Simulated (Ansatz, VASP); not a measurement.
## TiAl in VASP and in Ansatz

POSCAR

```
TiAl
1.0
    3.2226182341      0.0000000000      0.0000000000
    0.0000000000      3.2226182341      0.0000000000
    0.0000000000      0.0000000000      3.0937135048
Ti Al
1 1
Direct
    0.0000000000      0.0000000000      0.0000000000
    0.5000000000      0.5000000000      0.5000000000
```

Contents of INCAR.step1:

```
  PREC = Accurate
  ENCUT = 520
  ISMEAR = 0
  SIGMA = 0.15
  LREAL = F
  LASPH = T
  NELM = 60
  NBANDS = 14
  GGA = PE
  ALGO = Normal
  EDIFF = 1E-4
  LWAVE = T
  LCHARG = F
```

INCAR.step2

```
  PREC = Accurate
  ENCUT = 520
  EDIFF = 1E-6
  ISMEAR = 0
  SIGMA = 0.15
  LREAL = F
  LASPH = T
  NELM = 60
  ALGO = Normal
  ISIF = 2
  LWAVE = F
  LCHARG = F
  METAGGA = R2SCAN
  LMIXTAU = T
  NBANDS = 14
  ISTART = 1
```

KPOINTS

```
regular mesh
0
Gamma
  16 16 16
```

Input for Ansatz:

```yaml
crystal:
  lattice:
    - [3.2226182341, 0.0, 0.0]
    - [0.0, 3.2226182341, 0.0]
    - [0.0, 0.0, 3.0937135048]
  atoms:
    - { symbol: Ti, position: [0.0, 0.0, 0.0] }
    - { symbol: Al, position: [0.5, 0.5, 0.5] }
basis:
  ecutwfc: 500
kpoints:
  mp_grid: { grid: [16, 16, 16] }
hamiltonian:
  xc: r2scan
scf:
  occupations: { method: gaussian, width: 0.15 }
output:
  forces: true
  stress: true
  eigenvalues: true
```

Alike in both runs: task single point; functional r2SCAN; k mesh 16 × 16 × 16; occupations gaussian, width 0.15 eV; no spin polarisation.

```csv
,VASP,Ansatz
version,VASP 6.6.1,Ansatz 0.2.0
potentials or method,"VASP PAW PBE potentials, release 64 (Ti_sv, Al), cutoff 520 eV","scalar-relativistic, plane waves, PAW"
valence electrons in the cell,15,15
```

|  | VASP | Ansatz | Ansatz less VASP |
| --- | --- | --- | --- |
| gap on the k mesh at the Fermi level (eV) | none | none | - |
| pressure (GPa) | -0.6 | -0.7 | -0.08 |
| traceless stress, the component that is largest in VASP (GPa) | -0.41 | -0.38 | +0.022 |

VASP's potentials were made for PBE, not for r2SCAN. A gap of «none» marks a metal or a gap that the smearing closes.
